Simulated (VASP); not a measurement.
Runs of VASP 6.6.1 on Ni3Ge. The structure is that of space group Pm-3m (No. 221), or close to it. The cells are those of the table. 

```tsv
task	cell	k mesh	cutoff (eV)	smearing	gap on the mesh (eV)	pressure (GPa)
single point	a = 3.461 Å, 4 atoms	12 × 12 × 12	520	gaussian 0.1 eV	none	15.7
single point	a = 3.497 Å, 4 atoms	12 × 12 × 12	520	gaussian 0.1 eV	none	(a)
single point	a = 3.533 Å, 4 atoms	14 × 14 × 14	520	gaussian 0.15 eV	none	0.4
single point	a = 3.427, b = 3.427, c = 3.643 Å, 4 atoms	14 × 14 × 14	520	gaussian 0.1 eV	none	7.7
single point	a = 3.639, b = 3.499, c = 3.499 Å, 4 atoms	14 × 14 × 14	520	gaussian 0.1 eV	none	-1.7
single point	a = 3.568 Å, 4 atoms	12 × 12 × 12	520	gaussian 0.1 eV	none	-5.8
relaxation of cell and atoms	relaxed to 30 GPa from a = 3.405 Å, 4 atoms	12 × 12 × 12	600	gaussian 0.1 eV	none	30.1
single point	a = 3.550 Å, 4 atoms	12 × 12 × 12	520	gaussian 0.1 eV	none	(b)
single point	a = 3.602 Å, 4 atoms	12 × 12 × 12	520	gaussian 0.1 eV	none	-10.6
single point	a = 3.480, b = 3.546, c = 3.546 Å, 4 atoms	14 × 14 × 14	520	gaussian 0.1 eV	none	1.9
```

Alike in all rows: level r2SCAN; potentials or basis VASP PAW PBE potentials, release 64 (Ni, Ge_d); no spin polarisation.

Q: Fill in the values left out.

A: (a) 7.4; (b) -2.8.

Caveats: the PAW data sets were made with another functional, which shifts forces and pressure a little; the cell stands under pressure (at least some runs); the cell stands under tension (at least some runs); the cell is relaxed towards a set pressure, so the run minimises the enthalpy, not the energy (at least some runs).

A k mesh can miss the band edges, and the runs leave out spin-orbit coupling on Ge.

A gap of «none» marks levels without a gap at the run's occupations.
